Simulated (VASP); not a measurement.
# Si (a cell with a defect) in VASP: relaxation of the atoms with PBE+D3(BJ)

Aim: the relaxation of the atoms of Si (a cell with a defect) with PBE+D3(BJ).

Program: VASP 6.6.1. These are calculated values, not measurements. Logs are shortened: lines on timing, memory, paths and dates and some standing lists are left out, and cuts for length are marked.

## (1) The cell of the first run

The cell holds a defect, 17 atoms: a = 7.679 Å, b = 7.679 Å, c = 7.679 Å, α = 60.00°, β = 60.00°, γ = 60.00°.

## (2) Relaxation of the atoms, PBE+D3(BJ)

File INCAR:

```
SYSTEM = Si
  PREC = Accurate
  ENCUT = 520
  EDIFF = 1E-6
  ISMEAR = 0
  SIGMA = 0.05
  LREAL = Auto
  LASPH = .True.
  NELM = 100
  ALGO = Normal
  ISIF = 2
  LWAVE = .False.
  LCHARG = .False.
  GGA = PE
  IVDW = 12
  IBRION = 2
  NSW = 80
  EDIFFG = -0.03
```

File KPOINTS:

```
regular mesh
0
Gamma
  2 2 2
  0 0 0
```

File POSCAR:

```
Si
1.0
    0.0000000000      5.4300000000      5.4300000000
    5.4300000000      0.0000000000      5.4300000000
    5.4300000000      5.4300000000      0.0000000000
Si
17
Direct
    0.0000000000      0.0000000000      0.0000000000
    0.1250000000      0.1250000000      0.1250000000
    0.0000000000      0.0000000000      0.5000000000
    0.1250000000      0.1250000000      0.6250000000
    0.0000000000      0.5000000000      0.0000000000
    0.1250000000      0.6250000000      0.1250000000
    0.0000000000      0.5000000000      0.5000000000
    0.1250000000      0.6250000000      0.6250000000
    0.5000000000      0.0000000000      0.0000000000
    0.6250000000      0.1250000000      0.1250000000
    0.5000000000      0.0000000000      0.5000000000
    0.6250000000      0.1250000000      0.6250000000
    0.5000000000      0.5000000000      0.0000000000
    0.6250000000      0.6250000000      0.1250000000
    0.5000000000      0.5000000000      0.5000000000
    0.6250000000      0.6250000000      0.6250000000
    0.8065503000      0.8208075000      0.5605185000
```

Potentials or basis: VASP PAW PBE potentials, release 64 (Si).

On the command line:

```
> cat potpaw_PBE.64/Si/POTCAR > POTCAR
> mpirun -np 1 vasp_std > vasp.out
```

OUTCAR:

```text
SYSTEM = Si
   PREC = Accurate
   ENCUT = 520
   EDIFF = 1E-6
   ISMEAR = 0
   LREAL = Auto
   LASPH = .True.
   NELM = 100
   ISIF = 2
   GGA = PE
   IVDW = 12
   IBRION = 2
   NSW = 80
   EDIFFG = -0.03
 IVDW          = 12

 ion  position               nearest neighbor table
   1  0.000  0.000  0.000-   2 2.35   4 2.35   6 2.35  10 2.35
   2  0.125  0.125  0.125-   1 2.35   3 2.35   5 2.35   9 2.35
   3  0.000  0.000  0.500-  17 2.24   4 2.35   8 2.35  12 2.35   2 2.35
   4  0.125  0.125  0.625-   1 2.35   3 2.35   7 2.35  11 2.35
   5  0.000  0.500  0.000-   2 2.35   6 2.35   8 2.35  14 2.35
   6  0.125  0.625  0.125-   1 2.35   5 2.35   7 2.35  13 2.35
   7  0.000  0.500  0.500-  17 2.30   6 2.35   8 2.35  16 2.35   4 2.35
   8  0.125  0.625  0.625-  17 2.30   5 2.35   7 2.35  15 2.35   3 2.35
   9  0.500  0.000  0.000-   2 2.35  10 2.35  12 2.35  14 2.35
  10  0.625  0.125  0.125-   1 2.35   9 2.35  11 2.35  13 2.35
  11  0.500  0.000  0.500-  17 2.21  10 2.35  12 2.35  16 2.35   4 2.35
  12  0.625  0.125  0.625-  17 2.20   9 2.35  11 2.35  15 2.35   3 2.35
  13  0.500  0.500  0.000-   6 2.35  10 2.35  14 2.35  16 2.35
  14  0.625  0.625  0.125-   5 2.35   9 2.35  13 2.35  15 2.35
  15  0.500  0.500  0.500-   8 2.35  12 2.35  14 2.35  16 2.35
  16  0.625  0.625  0.625-  17 2.26  11 2.35  13 2.35  15 2.35   7 2.35
  17  0.807  0.821  0.561-  12 2.20  11 2.21   3 2.24  16 2.26   8 2.30   7 2.30

  LATTYP: Found a face centered cubic cell.
 ALAT       =    10.8600000000

  Lattice vectors:

 A1 = (   0.0000000000,   5.4300000000,   5.4300000000)
 A2 = (   5.4300000000,   0.0000000000,   5.4300000000)
 A3 = (   5.4300000000,   5.4300000000,   0.0000000000)

Analysis of symmetry for initial positions (statically):
=====================================================================
 Subroutine PRICEL returns:
 Original cell was already a primitive cell.

 Routine SETGRP: Setting up the symmetry group for a
 face centered cubic supercell.

 Subroutine GETGRP returns: Found  1 space group operations
 (whereof  1 operations were pure point group operations)
 out of a pool of 48 trial point group operations.

The static configuration has the point symmetry C_1 .

Analysis of symmetry for dynamics (positions and initial velocities):
=====================================================================
 Subroutine PRICEL returns:
 Original cell was already a primitive cell.

 Routine SETGRP: Setting up the symmetry group for a
 face centered cubic supercell.

 Subroutine GETGRP returns: Found  1 space group operations
 (whereof  1 operations were pure point group operations)
 out of a pool of 48 trial point group operations.

The dynamic configuration has the point symmetry C_1 .

 Subroutine INISYM returns: Found  1 space group operations
 (whereof  1 operations are pure point group operations),
 and found     1 'primitive' translations

----------------------------------------------------------------------------------------

                                     Primitive cell

  volume of cell :     320.2060

  direct lattice vectors                    reciprocal lattice vectors
     0.000000000  5.430000000  5.430000000    -0.092081031  0.092081031  0.092081031
     5.430000000  0.000000000  5.430000000     0.092081031 -0.092081031  0.092081031
     5.430000000  5.430000000  0.000000000     0.092081031  0.092081031 -0.092081031

  length of vectors
     7.679179644  7.679179644  7.679179644     0.159489025  0.159489025  0.159489025

  position of ions in fractional coordinates (direct lattice)
     0.000000000  0.000000000  0.000000000
     0.125000000  0.125000000  0.125000000
     0.000000000  0.000000000  0.500000000
     0.125000000  0.125000000  0.625000000
     0.000000000  0.500000000  0.000000000
     0.125000000  0.625000000  0.125000000
[... 9 lines left out ...]
     0.625000000  0.625000000  0.625000000
     0.806550300  0.820807500  0.560518500

  ion indices of the primitive-cell ions
   primitive index   ion index
                 1           1
                 2           2
                 3           3
                 4           4
                 5           5
                 6           6
[... 9 lines left out ...]
                16          16
                17          17

----------------------------------------------------------------------------------------

 KPOINTS: regular mesh

Automatic generation of k-mesh.
 Grid dimensions read from file:
 generate k-points for:    2    2    2

 Generating k-lattice:

  Cartesian coordinates                     Fractional coordinates (reciprocal lattice)
    -0.046040516  0.046040516  0.046040516     0.500000000  0.000000000  0.000000000
     0.046040516 -0.046040516  0.046040516     0.000000000  0.500000000  0.000000000
     0.046040516  0.046040516 -0.046040516     0.000000000  0.000000000  0.500000000

  Length of vectors
     0.079744512  0.079744512  0.079744512

  Shift w.r.t. Gamma in fractional coordinates (k-lattice)
     0.000000000  0.000000000  0.000000000

 Subroutine IBZKPT returns following result:
 ===========================================

 Found      8 irreducible k-points:

 Following reciprocal coordinates:
            Coordinates               Weight
  0.000000  0.000000  0.000000      1.000000
  0.500000  0.000000  0.000000      1.000000
  0.000000  0.500000  0.000000      1.000000
  0.000000  0.000000  0.500000      1.000000
  0.500000  0.500000  0.500000      1.000000
  0.500000  0.500000  0.000000      1.000000
  0.000000  0.500000  0.500000      1.000000
  0.500000  0.000000  0.500000      1.000000
   k-points           NKPTS =      8   k-points in BZ     NKDIM =      8   number of bands    NBANDS=     43
   number of dos      NEDOS =    301   number of ions     NIONS =     17
   total plane-waves  NPLWV = 216000
   dimension x,y,z NGX =    60 NGY =   60 NGZ =   60
   dimension x,y,z NGXF=   120 NGYF=  120 NGZF=  120
   ions per type =              17
   NGX,Y,Z   is equivalent  to a cutoff of  12.99, 12.99, 12.99 a.u.
   NGXF,Y,Z  is equivalent  to a cutoff of  25.98, 25.98, 25.98 a.u.
 SYSTEM =  Si
   PREC   = accura    normal or accurate (medium, high low for compatibility)
   ISTART =      0    job   : 0-new  1-cont  2-samecut
   ICHARG =      2    charge: 1-file 2-atom 10-const
   ISPIN  =      1    spin polarized calculation?
   LNONCOLLINEAR =      F non collinear calculations
   LSORBIT =      F    spin-orbit coupling
   LASPH  =      T    aspherical Exc in radial PAW
   ENCUT  =  520.0 eV  38.22 Ry    6.18 a.u.  14.28 14.28 14.28*2*pi/ulx,y,z
   NELM   =    100;   NELMIN=  2; NELMDL= -5     # of ELM steps
   EDIFF  = 0.1E-05   stopping-criterion for ELM
   LREAL  =      T    real-space projection
   EDIFFG = -.3E-01   stopping-criterion for IOM
   NSW    =     80    number of steps for IOM
   IBRION =      2    ionic relax: 0-MD 1-quasi-New 2-CG
   NFREE  =      1    steps in history (QN), initial steepest desc. (CG)
   ISIF   =      2    stress and relaxation
   ISYM   =      2    0-nonsym 1-usesym 2-fastsym
   POTIM  = 0.5000    time-step for ionic-motion
   TEBEG  =    0.0;   TEEND  =   0.0 temperature during run
   PSTRESS=    0.0 pullay stress
   NELECT =      68.0000    total number of electrons
   NUPDOWN=      -1.0000    fix difference up-down
   EMIN   =  10.00;   EMAX   =-10.00  energy-range for DOS
   EFERMI =   0.00;   METHOD = LEGACY
   ISMEAR =     0;   SIGMA  =   0.05  broadening in eV -4-tet -1-fermi 0-gaus
   EFERMI_NEDOS =   21; number of points for ismear=-14 and -15
   IALGO  =     38    algorithm
   IMIX   =      4    mixing-type and parameters
     AMIX     =   0.40;   BMIX     =  1.00
     AMIX_MAG =   1.60;   BMIX_MAG =  1.00
  volume/ion in A,a.u.               =      18.84       127.11
  Fermi-wavevector in a.u.,A,eV,Ry     =   0.976715  1.845724 12.979587  0.953973
  Thomas-Fermi vector in A             =   2.107356
   LORBIT       =      0    0 simple, 1 ext, 2 COOP (PROOUT), +10 PAW based schemes
   GGA     = PE    functional components
   LHFCALC =     F    Hartree Fock is set to
   AEXX    =    0.0000 exact exchange contribution
   IVDW    =    12    specifies the selected vdW correction
   LEPSILON=     F    determine dielectric tensor
   LRPA    =     F    only Hartree local field effects (RPA)
 conjugate gradient relaxation of ions
 non-spin polarized calculation
 Gauss-broadening in eV      SIGMA  =   0.05
  energy-cutoff  :      520.00
  volume of cell :      320.21
 maximum number of plane-waves:      8646
 NGX is ok and might be reduce to    60
   NGX = 29   NGY = 29   NGZ = 29

--------------------------------------- Ionic step        1  -------------------------------------------

 number of electron      68.0000003 magnetization

 Free energy of the ion-electron system (eV)
  ---------------------------------------------------
  ext. energy  EPLUGINS =         0.00000000
  ---------------------------------------------------
  free energy    TOTEN  =       -86.69991861 eV

  energy without entropy =      -86.68930396  energy(sigma->0) =      -86.69461129

------------------------ aborting loop because EDIFF is reached ----------------------------------------

 Edisp (eV)   -5.65520

 E8    (eV) :    -2.3411

  FORCE on cell =-STRESS in cart. coord.  units (eV):
  Direction    XX          YY          ZZ          XY          YZ          ZX
  --------------------------------------------------------------------------------------
  -------------------------------------------------------------------------------------
  Total       9.51001     9.45233     9.40069    -4.26118     4.28036     4.27110
  in kB      47.58411    47.29549    47.03712   -21.32118    21.41712    21.37078
  external pressure =       47.31 kB  Pullay stress =        0.00 kB
[... 142 lines left out ...]
  FREE ENERGIE OF THE ION-ELECTRON SYSTEM (eV)
  ---------------------------------------------------
  free  energy   TOTEN  =       -93.0584415232 eV

  energy  without entropy=      -93.0513877938  energy(sigma->0) =      -93.05491466

[... ionic steps 4 to 16 ...]

--------------------------------------- Ionic step       17  -------------------------------------------

 number of electron      68.0000001 magnetization

------------------------ aborting loop because EDIFF is reached ----------------------------------------

 Edisp (eV)   -5.64907

 E8    (eV) :    -2.3375
[... 99 lines left out ...]
  energy  without entropy=      -93.3224264606  energy(sigma->0) =      -93.32724711

--------------------------------------- Ionic step       19  -------------------------------------------

 number of electron      68.0000001 magnetization

 Free energy of the ion-electron system (eV)
  ---------------------------------------------------
  ext. energy  EPLUGINS =         0.00000000
  ---------------------------------------------------
  free energy    TOTEN  =       -87.68353085 eV

  energy without entropy =      -87.67395610  energy(sigma->0) =      -87.67874348

 E-fermi :   6.7291     XC(G=0):  -9.6901

 val. band max:        6.4854348707   @ k =   0.0000   0.5000   0.5000
 cond. band min:       6.7386269617   @ k =   0.0000   0.0000   0.5000
 fundamental gap:      0.2531920910
 Fermi energy:         6.7290746598

 k-point     1 :       0.0000    0.0000    0.0000
  band No.  band energies     occupation
      1      -6.2204      2.00000
      2      -3.9030      2.00000
      3      -3.6330      2.00000
      4      -3.6319      2.00000
      5      -3.3977      2.00000
      6      -2.5356      2.00000
[... 405 lines left out ...]
  FREE ENERGIE OF THE ION-ELECTRON SYSTEM (eV)
  ---------------------------------------------------
  free  energy   TOTEN  =       -93.3324288450 eV

  energy  without entropy=      -93.3228541018  energy(sigma->0) =      -93.32764147

 reached required accuracy - stopping structural energy minimisation
```

Run time: 50 min. Hardware: 1 thread of Oxide Virtual Turin-like, shared host; peak memory 0.5 GiB.

What came out:

* Free energy: -93.3324 eV
* Energy gained by relaxing: 57.5 meV/atom
* Ionic steps: 19
* Pressure after relaxing: 1.9 GPa
* Largest force after relaxing: 0.021 eV/Å
* Band gap on the k mesh: 0.01 eV
* Dispersion energy per atom: -0.332 eV

Forces on the atoms (eV/Å):
```
Si   0.008  0.001 -0.004
Si   0.008  0.006  0.002
Si   0.000  0.008  0.000
Si  -0.015  0.004  0.004
Si  -0.008  0.008  0.008
Si  -0.002  0.011 -0.010
Si   0.011  0.000  0.004
Si  -0.006 -0.005 -0.003
Si   0.003 -0.006  0.006
Si   0.007 -0.001 -0.006
Si   0.004 -0.004 -0.006
Si   0.012 -0.007  0.008
Si  -0.007 -0.007 -0.009
Si  -0.005 -0.013  0.011
Si  -0.005  0.017 -0.012
Si  -0.008  0.003  0.000
Si   0.002 -0.015  0.006
```

Step by step:
| step | energy change (eV) | largest force (eV/Å) | pressure (GPa) |
| --- | --- | --- | --- |
| 1 | 0.0000 | 2.6623 | 4.73 |
| 2 | -0.7024 | 0.7269 | 3.36 |
| 3 | -0.7033 | 0.7169 | 3.38 |
| 4 | -0.7852 | 0.4107 | 3.20 |
| 5 | -0.7876 | 0.4127 | 3.17 |
| 6 | -0.8197 | 0.2664 | 3.09 |
| 7 | -0.8268 | 0.2405 | 3.05 |
| 8 | -0.8564 | 0.2159 | 2.97 |
| 9 | -0.9114 | 0.3604 | 2.73 |
| 10 | -0.8817 | 0.7861 | 2.21 |
| 11 | -0.9211 | 0.5237 | 2.56 |
| 12 | -0.9383 | 0.4514 | 2.46 |
| 13 | -0.9694 | 0.2239 | 2.15 |
| 14 | -0.9423 | 0.4279 | 1.51 |
| 15 | -0.9738 | 0.1078 | 1.98 |
| 16 | -0.9761 | 0.0526 | 1.96 |
| 17 | -0.9766 | 0.0461 | 1.95 |
| 18 | -0.9769 | 0.0373 | 1.95 |
| 19 | -0.9773 | 0.0209 | 1.94 |

Final structure:
```xyz
17
Lattice="0.0000 5.4300 5.4300 5.4300 0.0000 5.4300 5.4300 5.4300 0.0000" Properties=species:S:1:pos:R:3 pbc="T T T"
Si    5.6259    5.6212   10.6668
Si    1.4146    1.4106    1.3772
Si    2.8006    2.7935    0.1073
Si    4.2618    4.2555    1.1722
Si    8.0919    5.4424    2.7705
Si    4.0550    1.4097    4.0186
Si    5.3243    2.7936    2.6331
Si    6.7102    4.1711    4.1548
Si    5.4464    8.0874    2.7708
Si    1.4151    4.0511    4.0173
Si    2.8001    5.3221    2.6339
Si    4.1732    6.7044    4.1533
Si    8.0918    8.0876    5.4162
Si    3.8882    3.8844    6.9740
Si    5.2518    5.2463    5.6117
Si    6.7105    6.7028    6.6880
Si    7.4592    7.4595    8.8309
```

Caveat: the k points lie up to 0.50 Å⁻¹ apart; the smearing spreads over this small gap; semilocal functionals underestimate gaps, and a narrow one can read as zero.

The gap in the log of VASP goes by the Fermi energy; the results here count the filled bands.